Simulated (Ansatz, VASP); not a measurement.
## Sb in VASP and in Ansatz

```
Sb
1.0
     0.00000    2.39571    2.39571
     2.39571    0.00000    2.39571
     2.39571    2.39571    0.00000
Sb
1
Direct
  0.00000 0.00000 0.00000
```

Alike in both runs: functional PBE; k mesh 16 × 16 × 16; occupations fermi-dirac, width 0.05 eV; no spin polarisation.

Ansatz relaxed the structure, and its values are those at the end. VASP's run is a single point on that final structure, the one shown.

```csv
,VASP,Ansatz
version,VASP 6.6.1,Ansatz 0.2.0
potentials or method,"VASP PAW PBE potentials, release 64 (Sb)","PAW with Ansatz's default frozen-core files, scalar-relativistic"
plane-wave cutoff (eV),520,420
valence electrons in the cell,5,15
```

Ansatz gave:

- pressure (GPa): 0.0

**Question.** Estimate VASP's values.

**Answer.** Pressure (GPa): -0.1.

VASP's potentials hold 5 valence electrons a cell and Ansatz's 15, so a difference there can come from the potentials and not from the codes.

Neither program's run includes spin-orbit coupling.
